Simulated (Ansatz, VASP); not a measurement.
# Mn: VASP beside Ansatz

```
CELL_PARAMETERS angstrom
-1.38645 1.38645 1.38645
1.38645 -1.38645 1.38645
1.38645 1.38645 -1.38645
ATOMIC_POSITIONS crystal
Mn 0.00000 0.00000 0.00000
```

Change from the starting cell: volume scaled by 0.975.

Alike in both runs: task single point; functional PBE; k mesh 20 × 20 × 20; occupations fermi-dirac, width 0.03 eV; collinear spin.

|  | VASP | Ansatz |
| --- | --- | --- |
| version | VASP 6.6.1 | Ansatz 0.2.0 |
| potentials or method | VASP PAW PBE potentials, release 64 (Mn_pv), cutoff 520 eV | all-electron LAPW, scalar-relativistic |

|  | VASP | Ansatz | Ansatz less VASP |
| --- | --- | --- | --- |
| pressure (GPa) | 6.6 | 6.6 | +0.03 |
| net moment per atom (μB) | 0.81 | 0.80 | -0.009 |
| size of the moment on the site where the two differ most (μB) | 0.81 | 0.80 | 0.000 |

Site moments also hang on the region over which each program counts them. Ansatz ran all-electron here, and VASP with PAW potentials.
